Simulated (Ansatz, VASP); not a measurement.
**Sr: VASP beside Ansatz**

```
CELL_PARAMETERS angstrom
4.29702 0.00000 0.00000
-2.14851 3.72133 0.00000
0.00000 0.00000 30.85000
ATOMIC_POSITIONS crystal
Sr 0.33333 0.66667 0.23864
Sr 0.66667 0.33333 0.34483
```

Alike in both runs: functional PBE; k mesh 6 × 6 × 1; occupations gaussian, width 0.1 eV; no spin polarisation.

Ansatz relaxed the structure, and its values are those at the end. VASP's run is a single point on that final structure, the one shown.

|  | VASP | Ansatz |
| --- | --- | --- |
| version | VASP 6.6.1 | Ansatz 0.2.0 |
| potentials or method | VASP PAW PBE potentials, release 64 (Sr_sv), cutoff 400 eV | scalar-relativistic, plane waves, PAW |
| valence electrons in the cell | 20 | 20 |

|  | VASP | Ansatz | Ansatz less VASP |
| --- | --- | --- | --- |
| gap on the k mesh at the Fermi level (eV) | none | none | - |
| rms of the force components (eV/Å) | 0.017 | 0.017 | +0.0008 |

A gap of «none» marks a metal or a gap that the smearing closes. The functional is the same, so the differences come from potentials, cutoffs and numerics. Ansatz's warnings: slab cell height set.
